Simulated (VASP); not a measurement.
FeCo: single point with PBE

Crystal: FeCo.

```
Fe Co
1.0
     2.85028    0.00000    0.00000
     0.00000    2.85028    0.00000
     0.00000    0.00000    2.85028
Fe Co
1 1
Direct
  0.50000 0.50000 0.50000
  0.00000 0.00000 0.00000
```

The cell was built from a structure type or drawn by symmetry, and may not be a known phase.

```
Program             : VASP 6.6.1
Task                : single point
Functional          : PBE
Potentials or basis : VASP PAW PBE potentials, release 64 (Fe, Co)
Cutoff              : 600 eV
k mesh              : 6 × 6 × 6
Occupations         : gaussian, width 0.1 eV
Spin                : collinear spin, ferromagnetic start
Starting moments    : [4.0, 3.0] μB
```

```yaml
Pressure: -0.3 GPa
Net_moment: 4.71 μB per cell
Site_moments: Fe +2.87; Co +1.83 μB
Valence_electrons_inside_the_program's_atomic_spheres: Fe 7.13; Co 8.22
```

Levels at points of the mesh, in eV from the Fermi level:
Spin up:
| k point | band 7 | band 8 | band 9 | band 10 | band 11 | band 12 | band 13 | band 14 | band 15 | band 16 |
| --- | --- | --- | --- | --- | --- | --- | --- | --- | --- | --- |
| (0.00, 0.00, 0.00) | -2.02 | -2.02 | -0.92 | -0.92 | -0.92 | 9.08 | 9.08 | 9.08 | 14.62 | 14.62 |
| (0.50, 0.00, 0.00) | -2.55 | -2.55 | -2.11 | -1.94 | -0.89 | -0.65 | 15.90 | 15.90 | 16.08 | 16.08 |
| (0.50, 0.50, 0.00) | -1.88 | -1.79 | -0.68 | -0.68 | -0.12 | -0.12 | 6.03 | 6.22 | 17.68 | 17.68 |
| (0.50, 0.50, 0.50) | -1.90 | -1.90 | -1.75 | -1.75 | 7.59 | 7.59 | 7.59 | 7.67 | 7.67 | 7.67 |
Spin down:
| k point | band 3 | band 4 | band 5 | band 6 | band 7 | band 8 | band 9 | band 10 |
| --- | --- | --- | --- | --- | --- | --- | --- | --- |
| (0.00, 0.00, 0.00) | -3.39 | -1.10 | -1.10 | -1.10 | 0.87 | 0.87 | 1.55 | 1.55 |
| (0.50, 0.00, 0.00) | -1.55 | -1.06 | -1.06 | -1.06 | -0.32 | -0.23 | -0.23 | 0.71 |
| (0.50, 0.50, 0.00) | -2.21 | -2.21 | 0.04 | 0.04 | 0.58 | 0.67 | 0.84 | 1.51 |
| (0.50, 0.50, 0.50) | -2.53 | -2.14 | -2.14 | -2.14 | 0.71 | 0.71 | 1.56 | 1.56 |

Run time: 9.8 s on 1 thread of Intel(R) Xeon(R) 6975P-C (Granite Rapids), with other jobs on the host, peak memory 0.15 GiB.

Caveat: the k points lie up to 0.37 Å⁻¹ apart.
